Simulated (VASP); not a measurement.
A run of VASP 6.6.1 is set up as follows.

File INCAR:

```
SYSTEM = SrTiO3
ALGO = Normal
EDIFF = 1E-6
ENCUT = 520
GGA = PE
ISIF = 2
ISMEAR = 0
LASPH = .TRUE.
LCHARG = .FALSE.
LREAL = .FALSE.
LWAVE = .FALSE.
NBANDS = 28
NELM = 80
PREC = Accurate
SIGMA = 0.05
```

Contents of KPOINTS:

```
k-points
0
G
  4 4 4
  0 0 0
```

The input POSCAR:

```
SrTiO3
1.0
    3.9131824966      0.0000000000      0.0000000000
    0.0000000000      3.9131824966      0.0000000000
    0.0000000000      0.0000000000      3.9131824966
Sr Ti O
1 1 3
Direct
    0.0000000000      0.0000000000      0.0000000000
    0.5000000000      0.5000000000      0.5000000000
    0.5000000000      0.5000000000      0.0000000000
    0.5000000000      0.0000000000      0.5000000000
    0.0000000000      0.5000000000      0.5000000000
```

Potentials or basis: VASP PAW PBE potentials, release 64 (Sr_sv, Ti_sv, O).

Launch:

```console
$ cat potpaw_PBE.64/Sr_sv/POTCAR potpaw_PBE.64/Ti_sv/POTCAR potpaw_PBE.64/O/POTCAR > POTCAR
$ mpirun -np 1 vasp_std > vasp.out
```

Question: What does it give for the band gap on the k mesh?

Answer: 1.83 eV, indirect (least direct gap 2.18 eV).

Question: Estimate the pressure.

Answer: 3.8 GPa.

A k mesh can miss the band edges. PBE gaps usually lie below the measured ones, often by a third to a half.
